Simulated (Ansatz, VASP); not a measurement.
Two plane-wave programs on PbSe

```
Pb Se
1.0
     4.39979    0.01164    0.01976
    -0.03702    6.23585    0.00554
    -0.02132   -0.03237    8.79873
Pb Se
4 4
Cartesian
  1.5981 3.1747 0.5335
  1.5862 3.1532 4.9337
  3.8111 0.0538 2.7409
  3.8017 0.0328 7.1373
  3.8571 3.0655 2.7970
  3.8467 3.0522 7.1974
  1.6327 6.1707 4.9894
  1.6428 6.1855 0.5874
```

Change from the starting cell: the structure that the rattled cell fell into.

Alike in both runs: functional PBE; k mesh 4 × 4 × 2; occupations gaussian, width 0.1 eV; no spin polarisation.

Ansatz relaxed the structure, and its values are those at the end. VASP's run is a single point on that final structure, the one shown.

|  | VASP | Ansatz |
| --- | --- | --- |
| version | VASP 6.6.1 | Ansatz 0.2.0 |
| potentials or method | VASP PAW PBE potentials, release 64 (Pb_d, Se), cutoff 520 eV | scalar-relativistic, plane waves, PAW |
| valence electrons in the cell | 80 | 120 |

Ansatz gave:

- gap on the k mesh at the Fermi level (eV): 0.48
- least direct gap on the mesh (eV): 0.48
- pressure (GPa): 0.0
- rms of the force components (eV/Å): 0.006

What did VASP give for the same quantities?

gap on the k mesh at the Fermi level (eV): 0.48; least direct gap on the mesh (eV): 0.48; pressure (GPa): 0.0; rms of the force components (eV/Å): 0.007.

VASP's potentials hold 80 valence electrons a cell and Ansatz's 120, so a difference there can come from the potentials and not from the codes.

Spin-orbit coupling is off throughout.
